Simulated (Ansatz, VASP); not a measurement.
# One calculation of PbS, two programs

```xyz
2
Lattice="0.0000 2.9205 2.9650 2.9205 0.0000 2.9650 2.9205 2.9205 0.0000" Properties=species:S:1:pos:R:3 pbc="T T T"
Pb    0.0000    0.0000    0.0000
S     2.9205    2.9205    2.9650
```

Change from the starting cell: strain -0.015 along x and y, +0.000 along z, atoms carried along.

Alike in both runs: task single point; functional r2SCAN; k mesh 8 × 8 × 8; occupations gaussian, width 0.05 eV; no spin polarisation.

```csv
,VASP,Ansatz
version,VASP 6.6.1,Ansatz 0.2.0
potentials or method,"VASP PAW PBE potentials, release 64 (Pb_d, S), cutoff 520 eV","scalar-relativistic, plane waves, PAW"
valence electrons in the cell,20,20
```

|  | VASP | Ansatz | Ansatz less VASP |
| --- | --- | --- | --- |
| gap on the k mesh at the Fermi level (eV) | 0.49 | 0.48 | -0.011 |
| least direct gap on the mesh (eV) | 0.49 | 0.48 | -0.011 |
| pressure (GPa) | 3.4 | 3.4 | +0.02 |
| traceless stress, the component that is largest in VASP (GPa) | -1.52 | -1.52 | +0.005 |

VASP's potentials were made for PBE, not for r2SCAN.

Spin-orbit coupling is off throughout.
